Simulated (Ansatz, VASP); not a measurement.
**ZnCrC4N4 in VASP and in Ansatz**

```xyz
10
Lattice="5.9830 0.0000 0.0000 0.0000 5.9830 0.0000 0.0000 0.0000 5.9830" Properties=species:S:1:pos:R:3 pbc="T T T"
Zn    2.9915    2.9915    2.9915
Cr    0.0000    0.0000    0.0000
C     1.1843    1.1843    1.1843
C     1.1843    4.7987    4.7987
C     4.7987    1.1843    4.7987
C     4.7987    4.7987    1.1843
N     1.8588    1.8588    1.8588
N     1.8588    4.1242    4.1242
N     4.1242    1.8588    4.1242
N     4.1242    4.1242    1.8588
```

Alike in both runs: functional PBE; k mesh 4 × 4 × 4; occupations gaussian, width 0.1 eV; collinear spin.

Ansatz relaxed the structure, and its values are those at the end. VASP's run is a single point on that final structure, the one shown.

|  | VASP | Ansatz |
| --- | --- | --- |
| version | VASP 6.6.1 | Ansatz 0.2.0 |
| potentials or method | VASP PAW PBE potentials, release 64 (Zn, Cr_pv, C, N), cutoff 520 eV | scalar-relativistic, plane waves, PAW |
| valence electrons in the cell | 60 | 62 |

|  | VASP | Ansatz | Ansatz less VASP |
| --- | --- | --- | --- |
| gap on the k mesh at the Fermi level (eV) | none | none | - |
| pressure (GPa) | 0.6 | 0.2 | -0.46 |
| rms of the force components (eV/Å) | 0.180 | 0.004 | -0.1757 |
| net moment per atom (μB) | 0.40 | 0.40 | 0.000 |
| size of the moment on the site where the two differ most (μB) | 3.19 | 2.68 | -0.516 |

Site moments also hang on the region over which each program counts them. A gap of «none» marks a metal or a gap that the smearing closes. VASP's potentials hold 60 valence electrons a cell and Ansatz's 62, so a difference there can come from the potentials and not from the codes.

Noted on VASP's run: the standard files for N, O and F lose accuracy on very short bonds.
